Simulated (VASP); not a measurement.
Crystal: Al2O3.

```
Al O
1.0
     2.40435    1.38815    4.37450
    -2.40435    1.38815    4.37450
     0.00000   -2.77631    4.37450
Al O
4 6
Cartesian
  0.0000 0.0000 4.6214
  0.0000 0.0000 1.9404
  0.0000 0.0000 8.5021
  0.0000 0.0000 11.1831
  -0.9321 1.3882 7.6554
  -0.7361 -1.5013 7.6554
  1.6682 0.1131 7.6554
  0.9321 -1.3882 5.4681
  0.7361 1.5013 5.4681
  -1.6682 -0.1131 5.4681
```

```yaml
Program: VASP 6.6.1
Task: relaxation of cell and atoms
Functional: PBEsol
Potentials_or_basis: VASP PAW PBE potentials, release 64 (Al, O)
Cutoff: 600 eV
k_mesh: 6 × 6 × 6
Occupations: fermi-dirac, width 0.02 eV
Spin: no spin polarisation
```

At the start: pressure -5.6 GPa; volume 8.76 Å³/atom.

Task: Where does the relaxation end?

Result: Over 7 steps the energy falls by 3.7 meV/atom and the volume is 8.56 Å³/atom (-2.3 %); space group R-3c (No. 167, to 0.1 Å) before and after.

The path:
```
step  energy change (eV)  largest force (eV/Å)  pressure (GPa)  volume (Å³)
   1              0.0000                0.0625           -5.57        87.60
   2             -0.0090                0.0558            5.24        83.80
   3             -0.0371                0.0161           -0.01        85.54
   4             -0.0371                0.0159            0.11        85.49
   5             -0.0372                0.0054            0.11        85.49
   6             -0.0372                0.0032            0.11        85.49
   7             -0.0372                0.0014           -0.07        85.55
```

Final structure:
```yaml
crystal:
  lattice:
    - [2.38649, 1.37784, 4.33640]
    - [-2.38649, 1.37784, 4.33640]
    - [0.00000, -2.75568, 4.33640]
  atoms:
    - { symbol: Al, position: [0.35207, 0.35207, 0.35207] }
    - { symbol: Al, position: [0.14793, 0.14793, 0.14793] }
    - { symbol: Al, position: [0.64793, 0.64793, 0.64793] }
    - { symbol: Al, position: [0.85207, 0.85207, 0.85207] }
    - { symbol: O, position: [0.55582, 0.94418, 0.25000] }
    - { symbol: O, position: [0.25000, 0.55582, 0.94418] }
    - { symbol: O, position: [0.94418, 0.25000, 0.55582] }
    - { symbol: O, position: [0.44418, 0.05582, 0.75000] }
    - { symbol: O, position: [0.75000, 0.44418, 0.05582] }
    - { symbol: O, position: [0.05582, 0.75000, 0.44418] }
```

Caveat: the PAW data sets were made with another functional, which shifts forces and pressure a little.
